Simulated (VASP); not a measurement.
A run of VASP 6.6.1:

File INCAR:

```
SYSTEM = P
PREC = Accurate ; ENCUT = 500
EDIFF = 1E-6 ; ISMEAR = 0
SIGMA = 0.1 ; LREAL = .False.
LASPH = .True. ; NELM = 120
ALGO = Normal ; ISIF = 2
LWAVE = .False. ; LCHARG = .True.
GGA = PS ; LELF = .True.
LVHAR = .True. ; NBANDS = 12
GGA_COMPAT = .False.
```

KPOINTS

```
regular mesh
0
Gamma
  6 6 4
  0 0 0
```

The input POSCAR:

```
P
1.0
    2.6708409895      0.0000000000      0.0000000000
   -1.3354204948      2.3130161464      0.0000000000
    0.0000000000      0.0000000000      4.5374188486
P
2
Direct
    0.3333333333      0.6666666667      0.2500000000
    0.6666666667      0.3333333333      0.7500000000
```

Potentials or basis: VASP PAW PBE potentials, release 64 (P).

Run with:

```bash
$ cat potpaw_PBE.64/P/POTCAR > POTCAR
$ mpirun -np 1 vasp_std > vasp.out
```

Hardware: 1 thread of AMD EPYC 7R43 64-Core Processor (Zen 3), with other jobs on the host.

Task: Estimate the wall time of this run.

Result: Wall time 10 s on 1 thread of AMD EPYC 7R43 64-Core Processor (Zen 3), with other jobs on the host, peak memory 0.1 GiB. Counts: scf iterations 9, k points 21.
